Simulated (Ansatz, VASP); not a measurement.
**Two plane-wave programs on RuBrF3**

```
Ru Br F
1.0
     4.17676    0.00000    0.00000
     0.00000    4.17676    0.00000
     0.00000    0.00000    4.17676
Ru Br F
1 1 3
Direct
  0.50000 0.50000 0.50000
  0.00000 0.00000 0.00000
  0.00000 0.50000 0.50000
  0.50000 0.00000 0.50000
  0.50000 0.50000 0.00000
```

Change from the starting cell: species swapped into the CsHgF3 type (Pm-3m, No. 221).

Alike in both runs: functional PBE; k mesh 4 × 4 × 4; occupations gaussian, width 0.1 eV; collinear spin.

Ansatz relaxed the structure, and its values are those at the end. VASP's run is a single point on that final structure, the one shown.

|  | VASP | Ansatz |
| --- | --- | --- |
| version | VASP 6.6.1 | Ansatz 0.2.0 |
| potentials or method | VASP PAW PBE potentials, release 64 (Ru_pv, Br, F), cutoff 520 eV | scalar-relativistic, plane waves, PAW |
| valence electrons in the cell | 42 | 44 |

```tsv
	VASP	Ansatz	Ansatz less VASP
gap on the k mesh at the Fermi level (eV)	none	none	-
pressure (GPa)	0.0	0.1	+0.03
net moment per atom (μB)	0.66	0.66	-0.001
size of the moment on the site where the two differ most (μB)	1.98	1.59	-0.398
```

Site moments also hang on the region over which each program counts them. A gap of «none» marks a metal or a gap that the smearing closes. VASP's potentials hold 42 valence electrons a cell and Ansatz's 44, so a difference there can come from the potentials and not from the codes.

The k mesh is coarse, so the values compare programs but aren't converged.
